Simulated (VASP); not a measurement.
KF, 2 atoms in the cell. The structure is cubic, space group Pm-3m (No. 221). The conventional cell has a = 3.259 Å, b = 3.259 Å, c = 3.259 Å, α = 90.00°, β = 90.00°, γ = 90.00°. K (site symmetry m-3m) has 8 F at 2.82 Å and 6 K at 3.26 Å within 3.7 Å. Within 3.7 Å of F (site symmetry m-3m) lie 8 K at 2.82 Å and 6 F at 3.26 Å. 

```yaml
Program: VASP 6.6.1
Task: single point
Functional: BLYP
Potentials_or_basis: VASP PAW PBE potentials, release 64 (K_sv, F)
Cutoff: 520 eV
k_mesh: 6 × 6 × 6
Occupations: methfessel-paxton, width 0.05 eV
Spin: non-collinear spin, typed start
Starting_moments: "[[-0.053, -0.048, -0.083], [0.0, 0.0, 0.0]] μB"
Dipole_correction: no
k_mesh_for_the_DOS: 9 × 9 × 9
Occupations_for_the_DOS: tetrahedron
Further_INCAR_settings: ALGO = Normal; EDIFF = 1e-06; NBANDS = 28
```

Potentials or basis: VASP PAW PBE potentials, release 64 (K_sv, F).

Command:

```bash
$ cat potpaw_PBE.64/K_sv/POTCAR potpaw_PBE.64/F/POTCAR > POTCAR
$ cp INCAR.step1 INCAR
$ cp KPOINTS.step1 KPOINTS
$ mpirun -np 1 vasp_ncl > vasp.out
$ cp INCAR.step2 INCAR
$ cp KPOINTS.step2 KPOINTS
$ mpirun -np 1 vasp_ncl > vasp.out
```

Hardware: 1 thread of Intel(R) Xeon(R) Platinum 8559C (Emerald Rapids) (shared host).

How long does it take, and how much memory?

It took 3.4 min on 1 thread of Intel(R) Xeon(R) Platinum 8559C (Emerald Rapids), with other jobs on the host, peak memory 0.54 GiB. Counts: k points 365.
